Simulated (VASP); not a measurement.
# Ge in VASP: further runs

Runs on Ge. Level: PBE. Tasks: single point.

Program: VASP 6.6.1. These are calculated values, not measurements. Logs are shortened: lines on timing, memory, paths and dates and some standing lists are left out, and cuts for length are marked.

### Step 1. The cell of the first run

It takes space group R-3 (No. 148, trigonal). Conventional cell: a = 5.795 Å, b = 5.795 Å, c = 18.882 Å, α = 90.00°, β = 90.00°, γ = 120.00°. Ge (site symmetry 1) has 7 Ge at 2.68 to 3.10 Å within 3.5 Å. Within 3.6 Å of Ge (site symmetry -3) lie 6 Ge at 2.73 Å.

The cell was generated, and may not be a known phase.

### Step 2. Single point, PBE

INCAR

```
SYSTEM = Ge
ALGO     = Normal         ! electronic algorithm
EDIFF    = 1E-6           ! SCF threshold, eV
ENCUT    = 520            ! plane-wave cutoff, eV
GGA      = PE             ! functional
ISIF     = 2              ! what is computed and relaxed
ISMEAR   = 0              ! smearing method
LASPH    = .True.         ! aspherical terms in the spheres
LCHARG   = .True.         ! write CHGCAR
LELF     = .True.         ! ELF
LREAL    = .False.        ! projectors in reciprocal space
LVHAR    = .True.       
LWAVE    = .False.        ! write WAVECAR
NBANDS   = 58             ! bands
NELM     = 60             ! most SCF steps
PREC     = Accurate       ! precision mode
SIGMA    = 0.1            ! smearing width, eV
```

KPOINTS

```
k-points
0
Gamma
  3 3 3
  0 0 0
```

POSCAR

```
Ge
1.0
    2.8974639954      1.6728516196      6.2938904568
   -2.8974639954      1.6728516196      6.2938904568
    0.0000000000     -3.3457032336      6.2938904583
Ge
7
Direct
    0.2521287938      0.7879668469      0.7865928098
    0.7879668469      0.7865928098      0.2521287938
    0.7865928098      0.2521287938      0.7879668469
    0.7478712062      0.2120331531      0.2134071902
    0.2120331531      0.2134071902      0.7478712062
    0.2134071902      0.7478712062      0.2120331531
    0.5000000000      0.5000000000      0.5000000000
```

Potentials or basis: VASP PAW PBE potentials, release 64 (Ge_d).

On the command line:

```sh
$ cat potpaw_PBE.64/Ge_d/POTCAR > POTCAR
$ mpirun -np 1 vasp_std > vasp.out
```

OUTCAR:

```text
SYSTEM = Ge
   EDIFF = 1E-6
   ENCUT = 520
   GGA = PE
   ISIF = 2
   ISMEAR = 0
   LASPH = .True.
   LREAL = .False.
   NELM = 60
   PREC = Accurate

 ion  position               nearest neighbor table
   1  0.252  0.788  0.787-   5 2.68   6 2.68   3 2.69   2 2.69   7 2.73
   2  0.788  0.787  0.252-   4 2.68   6 2.68   3 2.69   1 2.69   7 2.73
   3  0.787  0.252  0.788-   5 2.68   4 2.68   1 2.69   2 2.69   7 2.73
   4  0.748  0.212  0.213-   2 2.68   3 2.68   6 2.69   5 2.69   7 2.73
   5  0.212  0.213  0.748-   1 2.68   3 2.68   6 2.69   4 2.69   7 2.73
   6  0.213  0.748  0.212-   2 2.68   1 2.68   4 2.69   5 2.69   7 2.73
   7  0.500  0.500  0.500-   1 2.73   4 2.73   3 2.73   6 2.73   5 2.73   2 2.73

  LATTYP: Found a trigonal (rhomboedric) cell.
 ALAT       =     7.1278879921
 COS(alpha) =     0.6695206266

  Lattice vectors:

 A1 = (   2.8974639954,   1.6728516196,   6.2938904568)
 A2 = (  -2.8974639954,   1.6728516196,   6.2938904568)
 A3 = (   0.0000000000,  -3.3457032336,   6.2938904583)

Analysis of symmetry for initial positions (statically):
=====================================================================
 Subroutine PRICEL returns:
 Original cell was already a primitive cell.

 Routine SETGRP: Setting up the symmetry group for a
 trigonal (rhombohedral) supercell.

 Subroutine GETGRP returns: Found  6 space group operations
 (whereof  6 operations were pure point group operations)
 out of a pool of 12 trial point group operations.

The static configuration has the point symmetry S_6 .

Analysis of symmetry for dynamics (positions and initial velocities):
=====================================================================
 Subroutine PRICEL returns:
 Original cell was already a primitive cell.

 Routine SETGRP: Setting up the symmetry group for a
 trigonal (rhombohedral) supercell.

 Subroutine GETGRP returns: Found  6 space group operations
 (whereof  6 operations were pure point group operations)
 out of a pool of 12 trial point group operations.

The dynamic configuration has the point symmetry S_6 .

 Subroutine INISYM returns: Found  6 space group operations
 (whereof  6 operations are pure point group operations),
 and found     1 'primitive' translations

----------------------------------------------------------------------------------------
[... 86 lines left out ...]
   EDIFFG = 0.1E-04   stopping-criterion for IOM
   NSW    =      0    number of steps for IOM
   IBRION =     -1    ionic relax: 0-MD 1-quasi-New 2-CG
   NFREE  =      0    steps in history (QN), initial steepest desc. (CG)
   ISIF   =      2    stress and relaxation
   ISYM   =      2    0-nonsym 1-usesym 2-fastsym
   POTIM  = 0.5000    time-step for ionic-motion
   TEBEG  =    0.0;   TEEND  =   0.0 temperature during run
   PSTRESS=    0.0 pullay stress
   NELECT =      98.0000    total number of electrons
   NUPDOWN=      -1.0000    fix difference up-down
   EMIN   =  10.00;   EMAX   =-10.00  energy-range for DOS
   EFERMI =   0.00;   METHOD = LEGACY
   ISMEAR =     0;   SIGMA  =   0.10  broadening in eV -4-tet -1-fermi 0-gaus
   EFERMI_NEDOS =   21; number of points for ismear=-14 and -15
   IALGO  =     38    algorithm
   IMIX   =      4    mixing-type and parameters
     AMIX     =   0.40;   BMIX     =  1.00
     AMIX_MAG =   1.60;   BMIX_MAG =  1.00
  volume/ion in A,a.u.               =      26.15       176.46
  Fermi-wavevector in a.u.,A,eV,Ry     =   1.329336  2.512082 24.043334  1.767135
  Thomas-Fermi vector in A             =   2.458506
   LORBIT       =      0    0 simple, 1 ext, 2 COOP (PROOUT), +10 PAW based schemes
   GGA     = PE    functional components
   LHFCALC =     F    Hartree Fock is set to
   AEXX    =    0.0000 exact exchange contribution
   IVDW    =     0    specifies the selected vdW correction
   LEPSILON=     F    determine dielectric tensor
   LRPA    =     F    only Hartree local field effects (RPA)
 non-spin polarized calculation
 Gauss-broadening in eV      SIGMA  =   0.10
  energy-cutoff  :      520.00
  volume of cell :      183.04
 maximum number of plane-waves:      4949
 NGX is ok and might be reduce to    54
   NGX = 27   NGY = 27   NGZ = 27

 number of electron      98.0000015 magnetization

 Free energy of the ion-electron system (eV)
  ---------------------------------------------------
  ext. energy  EPLUGINS =         0.00000000
  ---------------------------------------------------
  free energy    TOTEN  =       -29.34244183 eV

  energy without entropy =      -29.34244181  energy(sigma->0) =      -29.34244182

 E-fermi :   3.9231     XC(G=0):  -9.1776

 val. band max:        3.5482119083   @ k =  -0.3333   0.3333   0.0000
 cond. band min:       4.2979832171   @ k =   0.3333   0.3333   0.0000
 fundamental gap:      0.7497713088
 Fermi energy:         3.9230871283

 k-point     1 :       0.0000    0.0000    0.0000
  band No.  band energies     occupation
      1     -21.0484      2.00000
      2     -21.0318      2.00000
      3     -21.0318      2.00000
      4     -21.0259      2.00000
      5     -20.9936      2.00000
      6     -20.9901      2.00000
[... 355 lines left out ...]
     57       7.7053      0.00000
     58       8.0389      0.00000

------------------------ aborting loop because EDIFF is reached ----------------------------------------

  FORCE on cell =-STRESS in cart. coord.  units (eV):
  Direction    XX          YY          ZZ          XY          YZ          ZX
  --------------------------------------------------------------------------------------
  -------------------------------------------------------------------------------------
  Total        0.0227648      0.0227648      0.3090111     -0.0000000      0.0000000      0.0000000
  in kB        0.1992635      0.1992635      2.7048228     -0.0000003      0.0000000      0.0000000
  external PRESSURE =       1.0344499 kB  Pullay stress =       0.0000000 kB

 VOLUME and BASIS-vectors are now :
 -----------------------------------------------------------------------------
  energy-cutoff  :      520.00
  volume of cell :      183.04
      direct lattice vectors                 reciprocal lattice vectors
     2.897463995  1.672851620  6.293890457     0.172564698  0.099630275  0.052961413
    -2.897463995  1.672851620  6.293890457    -0.172564698  0.099630275  0.052961413
     0.000000000 -3.345703234  6.293890458     0.000000000 -0.199260550  0.052961413

 POSITION                                       TOTAL-FORCE (eV/Angst)
 -----------------------------------------------------------------------------------
     -1.55257     -0.89178     11.49698         0.008170      0.002401      0.008055
      0.00398      1.79046     11.49698        -0.002006     -0.008276      0.008055
      1.54859     -0.89868     11.49698        -0.006164      0.005875      0.008055
      1.55257      0.89178      7.38469        -0.008170     -0.002401     -0.008055
     -0.00398     -1.79046      7.38469         0.002006      0.008276     -0.008055
     -1.54859      0.89868      7.38469         0.006164     -0.005875     -0.008055
      0.00000      0.00000      9.44084         0.000000     -0.000000     -0.000000
 -----------------------------------------------------------------------------------
    total drift:                                0.000000      0.000000     -0.000000

  FREE ENERGIE OF THE ION-ELECTRON SYSTEM (eV)
  ---------------------------------------------------
  free  energy   TOTEN  =       -29.3424418299 eV

  energy  without entropy=      -29.3424418102  energy(sigma->0) =      -29.34244182
```

OSZICAR:

```text
N       E                     dE             d eps       ncg     rms          rms(c)
DAV:   1     0.114207082563E+04    0.11421E+04   -0.46761E+04   816   0.447E+03
DAV:   2     0.193346803722E+03   -0.94872E+03   -0.92159E+03   696   0.105E+03
DAV:   3    -0.102342884297E+02   -0.20358E+03   -0.19767E+03   732   0.257E+02
DAV:   4    -0.290042786167E+02   -0.18770E+02   -0.18471E+02   796   0.826E+01
DAV:   5    -0.296493172477E+02   -0.64504E+00   -0.64294E+00   760   0.172E+01    0.409E+00
DAV:   6    -0.294043621271E+02    0.24496E+00   -0.45091E-01   960   0.580E+00    0.227E+00
DAV:   7    -0.293314314764E+02    0.72931E-01   -0.38073E-01   768   0.546E+00    0.449E-01
DAV:   8    -0.293386428587E+02   -0.72114E-02   -0.75655E-02   800   0.354E+00    0.237E-01
DAV:   9    -0.293408257769E+02   -0.21829E-02   -0.11137E-02   864   0.249E+00    0.153E-01
DAV:  10    -0.293418536543E+02   -0.10279E-02   -0.27215E-03  1048   0.931E-01    0.548E-02
DAV:  11    -0.293423549696E+02   -0.50132E-03   -0.13036E-03   768   0.607E-01    0.214E-02
DAV:  12    -0.293424048421E+02   -0.49872E-04   -0.34364E-04   808   0.397E-01    0.128E-02
DAV:  13    -0.293424333257E+02   -0.28484E-04   -0.11690E-04   744   0.160E-01    0.474E-03
DAV:  14    -0.293424411495E+02   -0.78238E-05   -0.35909E-05   784   0.695E-02    0.412E-03
DAV:  15    -0.293424418299E+02   -0.68045E-06   -0.61987E-06   768   0.716E-02
   1 F= -.29342442E+02 E0= -.29342442E+02  d E =-.197827E-07
```

stdout:

```text
POSCAR found type information on POSCAR Ge
 POSCAR found :  1 types and       7 ions
 scaLAPACK will be used
 LDA part: xc-table for (Slater+PW92), standard interpolation
 POSCAR, INCAR and KPOINTS ok, starting setup
 FFT: planning ... GRIDC
 FFT: planning ... GRID_SOFT
 FFT: planning ... GRID
 WAVECAR not read
 entering main loop
```

Run time: 74 s. Hardware: 1 thread of Intel Xeon 6975P-C (Granite Rapids), shared host; peak memory 0.38 GiB.

What came out:

- Free energy: -29.3424 eV
- Pressure: 0.1 GPa
- Largest force: 0.012 eV/Å
- Band gap on the k mesh: 0.75 eV (least direct gap 0.95 eV)

Forces on the atoms (eV/Å):
```
Ge   0.008  0.002  0.008
Ge  -0.002 -0.008  0.008
Ge  -0.006  0.006  0.008
Ge  -0.008 -0.002 -0.008
Ge   0.002  0.008 -0.008
Ge   0.006 -0.006 -0.008
Ge   0.000  0.000  0.000
```

Levels at points of the mesh, in eV from the valence-band top:
| k point | band 46 | band 47 | band 48 | band 49 | band 50 | band 51 | band 52 | band 53 |
| --- | --- | --- | --- | --- | --- | --- | --- | --- |
| (0.00, 0.00, 0.00) | -2.83 | -2.55 | -2.55 | -0.89 | 1.35 | 1.80 | 1.80 | 3.76 |

Caveat: the k points lie up to 0.43 Å⁻¹ apart. A k mesh can miss the band edges.

### Step 3. Single point, PBE

This run uses another cell than the first one, of 27.07 Å³/atom.

INCAR

```
  PREC = Accurate
  ENCUT = 520
  EDIFF = 1E-6
  ISMEAR = 0
  SIGMA = 0.1
  LREAL = False
  LASPH = True
  NELM = 100
  ALGO = Normal
  ISIF = 2
  LWAVE = False
  LCHARG = True
  GGA = PE
  LELF = True
  LVHAR = True
  NBANDS = 58
```

KPOINTS

```
Automatic mesh
0
Gamma
  6 6 6
```

POSCAR

```
Ge
1.0
    2.9644016109      1.7114980681      6.2250132513
   -2.9644016109      1.7114980681      6.2250132513
    0.0000000000     -3.4229961361      6.2250132513
Ge
7
Direct
    0.2413178272      0.7921798607      0.7921798607
    0.7921798607      0.7921798607      0.2413178272
    0.7921798607      0.2413178272      0.7921798607
    0.7586821728      0.2078201393      0.2078201393
    0.2078201393      0.2078201393      0.7586821728
    0.2078201393      0.7586821728      0.2078201393
    0.5000000000      0.5000000000      0.5000000000
```

Potentials or basis: VASP PAW PBE potentials, release 64 (Ge_d).

On the command line:

```sh
$ cat potpaw_PBE.64/Ge_d/POTCAR > POTCAR
$ mpirun -np 1 vasp_std > vasp.out
```

Run time: 5.1 min. Hardware: 1 thread of Intel Xeon 6975P-C (Granite Rapids), shared host; peak memory 0.54 GiB.

The run converged. Its results:

| Item | Value |
| --- | --- |
| Free energy | -29.0118 eV |
| Pressure | 0.0 GPa |
| Largest force | 0.021 eV/Å |
| Band gap on the k mesh | zero (bands 49 and 50 overlap by 0.49 eV) |

Forces in eV/Å, atoms in the order of the input:
```
Ge   0.006  0.003 -0.020
Ge   0.000 -0.007 -0.020
Ge  -0.006  0.003 -0.020
Ge  -0.006 -0.003  0.020
Ge   0.000  0.007  0.020
Ge   0.006 -0.003  0.020
Ge   0.000  0.000  0.000
```

Stress tensor (GPa, compression positive):
```
 0.05  0.00  0.00
 0.00  0.05  0.00
 0.00  0.00 -0.05
```

Levels at points of the mesh, in eV from the Fermi level:
```
           k point  band 47  band 48  band 49  band 50  band 51  band 52
(0.00, 0.00, 0.00)    -2.88    -2.88    -1.40     1.51     1.63     1.63
(0.50, 0.00, 0.00)    -1.17    -0.40     0.34     0.41     0.47     0.47
(0.50, 0.50, 0.00)    -1.96    -1.28    -0.92     0.55     0.79     1.29
(0.50, 0.50, 0.50)    -2.13    -1.31    -1.31     0.02     0.02     0.98
```

Caveat: semilocal functionals underestimate gaps, and a narrow one can read as zero.

The gap in the log of VASP goes by the Fermi energy; the results here count the filled bands.